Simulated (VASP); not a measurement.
A run of VASP 6.6.1:

File POSCAR:

```
KMgF3
1.0
    4.0538640590      0.0000000000      0.0000000000
    0.0000000000      4.0538640590      0.0000000000
    0.0000000000      0.0000000000      4.0538640590
K Mg F
1 1 3
Direct
    0.0000000000      0.0000000000      0.0000000000
    0.5000000000      0.5000000000      0.5000000000
    0.5000000000      0.5000000000      0.0000000000
    0.5000000000      0.0000000000      0.5000000000
    0.0000000000      0.5000000000      0.5000000000
```

The input INCAR.step1:

```
SYSTEM = KMgF3
  PREC = Accurate
  ENCUT = 600
  ISMEAR = -1
  SIGMA = 0.02
  LREAL = .FALSE.
  LASPH = .TRUE.
  NELM = 60
  GGA = PE
  ALGO = Normal
  EDIFF = 1E-4
  LWAVE = .TRUE.
  LCHARG = .FALSE.
```

Contents of INCAR.step2:

```
SYSTEM = KMgF3
  PREC = Accurate
  ENCUT = 600
  EDIFF = 1E-6
  ISMEAR = -1
  SIGMA = 0.02
  LREAL = .FALSE.
  LASPH = .TRUE.
  NELM = 60
  ALGO = Normal
  ISIF = 3
  LWAVE = .FALSE.
  LCHARG = .FALSE.
  METAGGA = R2SCAN
  LMIXTAU = .TRUE.
  IBRION = 2
  NSW = 80
  EDIFFG = -0.005
  ISTART = 1
```

KPOINTS

```
regular mesh
0
G
  6 6 6
  0 0 0
```

Potentials or basis: VASP PAW PBE potentials, release 64 (K_sv, Mg, F).

Launch:

```sh
$ cat potpaw_PBE.64/K_sv/POTCAR potpaw_PBE.64/Mg/POTCAR potpaw_PBE.64/F/POTCAR > POTCAR
$ cp INCAR.step1 INCAR
$ mpirun -np 1 vasp_std > vasp.out
$ cp INCAR.step2 INCAR
$ mpirun -np 1 vasp_std > vasp.out
```

Hardware: 1 thread of Intel(R) Xeon(R) Platinum 8488C (Sapphire Rapids), with other jobs on the host.

Estimate the wall time of this run.

Run time: 3.2 min on 1 thread of Intel(R) Xeon(R) Platinum 8488C (Sapphire Rapids), on a shared host, peak memory 0.22 GiB. Counts: k points 20, ion steps 3.
